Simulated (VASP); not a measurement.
Input of a VASP 6.6.1 run:

File INCAR:

```
PREC = Accurate
ENCUT = 520
EDIFF = 1E-7
ISMEAR = 1
SIGMA = 0.15
LREAL = F
LASPH = T
NELM = 100
ALGO = Normal
ISIF = 2
LWAVE = F
LCHARG = F
GGA = PE
NBANDS = 43
```

The input KPOINTS:

```
Automatic mesh
0
Gamma
  4 4 2
```

The input POSCAR:

```
BaH2Pd2
1.0
    4.1788830000      0.0000000000      0.0000000000
    0.0000000000      4.1788830000      0.0000000000
    0.0000000000      0.0000000000     10.1212540000
H Pd Ba
4 4 2
Direct
   -0.0128835864      0.5835901603      0.8538263144
    0.5063252549     -0.0316094038      0.1417926079
   -0.0649900942      0.0251234600      0.5148099238
    0.4291062947      0.4778839226      0.4951804391
   -0.0056574927      0.0001213243      0.0007091019
    0.5004124308      0.5027707165      0.0008436702
    0.0050664256      0.4914145718      0.6302240809
    0.5069361837      0.0044102694      0.3674314467
   -0.0055440652      0.5044127821      0.2534767925
    0.5013528735     -0.0038220740      0.7470955674
```

Potentials or basis: VASP PAW PBE potentials, release 64 (H, Pd, Ba_sv).

The run is started by

```bash
$ cat potpaw_PBE.64/H/POTCAR potpaw_PBE.64/Pd/POTCAR potpaw_PBE.64/Ba_sv/POTCAR > POTCAR
$ mpirun -np 1 vasp_std > vasp.out
```

(1) Predict the largest force.

(2) Predict the band gap on the k mesh.

Answers

(1) 0.999 eV/Å.

(2) zero (bands 32 and 33 overlap by 0.23 eV).

Caveat: the k points lie up to 0.38 Å⁻¹ apart; spin-orbit coupling is left out, which moves the levels of the heavy elements.
